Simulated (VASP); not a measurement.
Input of a VASP 6.6.1 run:

Contents of INCAR:

```
  PREC = Accurate
  ENCUT = 520
  EDIFF = 1E-6
  ISMEAR = 0
  SIGMA = 0.1
  LREAL = F
  LASPH = T
  NELM = 80
  ALGO = Normal
  ISIF = 2
  LWAVE = F
  LCHARG = F
  GGA = PE
  NBANDS = 14
```

File KPOINTS:

```
Automatic mesh
0
Gamma
  6 6 6
```

File POSCAR:

```
CsAs
1.0
    0.0000000000      3.2282402227      3.2282402227
    3.2282402227      0.0000000000      3.2282402227
    3.2282402227      3.2282402227      0.0000000000
Cs As
1 1
Direct
    0.0000000000      0.0000000000      0.0000000000
    0.5000000000      0.5000000000      0.5000000000
```

Potentials or basis: VASP PAW PBE potentials, release 64 (Cs_sv, As).

Run with:

```bash
$ cat potpaw_PBE.64/Cs_sv/POTCAR potpaw_PBE.64/As/POTCAR > POTCAR
$ mpirun -np 1 vasp_std > vasp.out
```

Predict the band gap on the k mesh.

zero (band 7 reaches 2.95 eV, above the bottom of band 8 at 1.45 eV).

Predict the pressure.

7.4 GPa.

Caveat: spin-orbit coupling is left out, which moves the levels of the heavy elements.
